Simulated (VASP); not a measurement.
Wanted: the native input for a VASP 6.6.1 run.

| Item | Value |
| --- | --- |
| Task | single point |
| Functional | RPBE |
| Potentials or basis | VASP PAW PBE potentials, release 64 (B) |
| Cutoff | 520 eV |
| k mesh | 21 × 21 × 21 |
| Occupations | fermi-dirac, width 0.1 eV |
| Spin | no spin polarisation |
| Dipole correction | no |
| Further INCAR settings | ALGO = Normal; EDIFF = 1e-06; NBANDS = 8 |

The structure of B lies in POSCAR:

```
B
1.0
    0.0000000000      1.4781500996      1.4781500996
    1.4781500996      0.0000000000      1.4781500996
    1.4781500996      1.4781500996      0.0000000000
B
1
Direct
    0.0000000000      0.0000000000      0.0000000000
```

This cell differs from its parent crystal: volume scaled by 1.08.

These files were run (other wordings do the same):

INCAR

```
SYSTEM = B
  PREC = Accurate
  ENCUT = 520
  EDIFF = 1E-6
  ISMEAR = -1
  SIGMA = 0.1
  LREAL = .FALSE.
  LASPH = .TRUE.
  NELM = 80
  ALGO = Normal
  ISIF = 2
  LWAVE = .FALSE.
  LCHARG = .FALSE.
  GGA = RP
  NBANDS = 8
```

KPOINTS

```
Automatic mesh
0
G
  21 21 21
  0 0 0
```

Potentials or basis: VASP PAW PBE potentials, release 64 (B).

Command:

```console
$ cat potpaw_PBE.64/B/POTCAR > POTCAR
$ mpirun -np 1 vasp_std > vasp.out
```

Results of the run:

| Item | Value |
| --- | --- |
| Pressure | -17.7 GPa |

Caveat: the PAW data sets were made with another functional, which shifts forces and pressure a little.

It took 10 s on 1 thread of AMD EPYC 9R45 (Zen 5) (shared host), peak memory 0.08 GiB.
